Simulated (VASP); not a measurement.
## Al27SiH4: single point with PBE

Al27SiH4, a slab with vacuum:

```xyz
32
Lattice="8.5913 0.0000 0.0000 0.0000 8.5913 0.0000 0.0000 0.0000 17.0500" Properties=species:S:1:pos:R:3 pbc="T T T"
Al    0.0000    0.0000    1.0000
Al    2.8638    0.0000    1.0000
Al    5.7276    0.0000    1.0000
Al    0.0000    2.8638    1.0000
Al    2.8638    2.8638    1.0000
Al    5.7276    2.8638    1.0000
Al    0.0000    5.7276    1.0000
Al    2.8638    5.7276    1.0000
Al    5.7276    5.7276    1.0000
Al    1.4254    1.4381    3.1145
Al    4.2991    1.4363    3.1173
Al    7.1571    1.4396    3.1187
Al    1.4360    4.2976    3.0941
Al    4.2922    4.3008    3.1041
Al    7.1561    4.2918    3.1000
Al    1.4375    7.1717    3.0953
Al    4.2889    7.1698    3.1027
Al    7.1537    7.1747    3.1094
Al   -0.0003    0.0257    5.2141
Al    2.8607    0.0019    5.2246
Al    5.7255    0.0132    5.2249
Al    0.0026    2.8974    5.2276
Al    2.8659    2.8754    5.2243
Al    5.7335    2.8895    5.2286
Al    0.0175    5.7378    5.1604
Al    2.8462    5.7361    5.2282
Al    5.6839    5.7380    5.1862
Si    7.8484    6.5500    8.6813
H     7.2546    5.9489    7.4427
H     9.2065    7.0807    8.3605
H     6.9599    7.6603    9.1280
H     7.9515    5.4823    9.7152
```

```yaml
Program: VASP 6.6.1
Task: single point
Functional: PBE
Potentials_or_basis: VASP PAW PBE potentials, release 64 (Al, Si, H)
Cutoff: 400 eV
k_mesh: 3 × 3 × 1
Occupations: fermi-dirac, width 0.05 eV
Spin: no spin polarisation
```

```
Largest force          : 0.101 eV/Å
Band gap on the k mesh : zero (an odd number of electrons rules out a gap without spin polarisation)
```

Forces on the atoms (eV/Å):
```
Al   0.001  0.014 -0.040
Al  -0.002 -0.005 -0.029
Al  -0.004  0.008 -0.033
Al   0.000 -0.006 -0.038
Al  -0.003  0.022 -0.025
Al  -0.003  0.004 -0.034
Al   0.011 -0.001 -0.032
Al   0.011 -0.002 -0.051
Al  -0.018 -0.002 -0.035
Al   0.000 -0.002  0.000
Al   0.002 -0.001  0.001
Al   0.001 -0.002 -0.002
Al   0.000 -0.001 -0.002
Al   0.000 -0.001 -0.004
Al   0.000 -0.003 -0.006
Al   0.000 -0.001 -0.006
Al   0.000 -0.002 -0.004
Al  -0.002  0.002 -0.010
Al   0.002 -0.009 -0.004
Al   0.001  0.000  0.000
Al   0.003 -0.008  0.001
Al  -0.004 -0.006 -0.002
Al  -0.002  0.000  0.002
Al  -0.002 -0.005  0.001
Al   0.001 -0.009 -0.018
Al   0.001  0.000 -0.002
Al  -0.001 -0.005 -0.010
Si   0.015  0.021  0.089
H    0.017 -0.009  0.098
H   -0.025 -0.012  0.021
H    0.002  0.012  0.073
H   -0.005  0.008  0.101
```

Levels at points of the mesh, in eV from the Fermi level:
```tsv
k point	band 43	band 44	band 45	band 46	band 47	band 48
(0.00, 0.00, 0.00)	-0.65	-0.61	-0.10	-0.09	-0.07	0.03
```

Run time: 17 min on 1 thread of Intel Xeon 8259CL, with other jobs on the host, peak memory 0.78 GiB.
